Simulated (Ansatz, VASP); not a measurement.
**Tc: VASP beside Ansatz**

INCAR

```
SYSTEM = Tc
  ALGO = Normal
  EDIFF = 1E-6
  ENCUT = 520
  GGA = PE
  ISIF = 2
  ISMEAR = -1
  LASPH = .True.
  LCHARG = .False.
  LREAL = .False.
  LWAVE = .False.
  NBANDS = 20
  NELM = 80
  PREC = Accurate
  SIGMA = 0.08
```

File KPOINTS:

```
k-points
0
Gamma
  14 14 8
  0 0 0
```

POSCAR

```
Tc
1.0
    2.7725921708      0.0000000000      0.0000000000
   -1.3862960854      2.4011352542      0.0000000000
    0.0000000000      0.0000000000      4.4527371007
Tc
2
Direct
    0.3333333333      0.6666666667      0.2500000000
    0.6666666667      0.3333333333      0.7500000000
```

Input for Ansatz:

```yaml
crystal:
  lattice:
    - [2.7725921708, 0.0, 0.0]
    - [-1.3862960854, 2.4011352542, 0.0]
    - [0.0, 0.0, 4.4527371007]
  atoms:
    - { symbol: Tc, position: [0.3333333333, 0.6666666667, 0.25] }
    - { symbol: Tc, position: [0.6666666667, 0.3333333333, 0.75] }
kpoints:
  mp_grid: { grid: [14, 14, 8] }
scf:
  occupations: { method: fermi_dirac, width: 0.08 }
hamiltonian:
  xc: pbe
  pseudopotentials: { kind: all_electron, lapw: { basis_error: 0.001 } }
output:
  forces: true
  stress: true
  eigenvalues: true
```

Change from the starting cell: volume scaled by 1.04.

Alike in both runs: task single point; functional PBE; k mesh 14 × 14 × 8; occupations fermi-dirac, width 0.08 eV; no spin polarisation.

```csv
,VASP,Ansatz
version,VASP 6.6.1,Ansatz 0.2.0
potentials or method,"VASP PAW PBE potentials, release 64 (Tc_pv), cutoff 520 eV","all-electron LAPW, scalar-relativistic"
```

```tsv
	VASP	Ansatz	Ansatz less VASP
pressure (GPa)	-8.0	-7.3	+0.67
traceless stress, the component that is largest in VASP (GPa)	-1.09	-1.05	+0.037
```

Ansatz ran all-electron here, and VASP with PAW potentials.
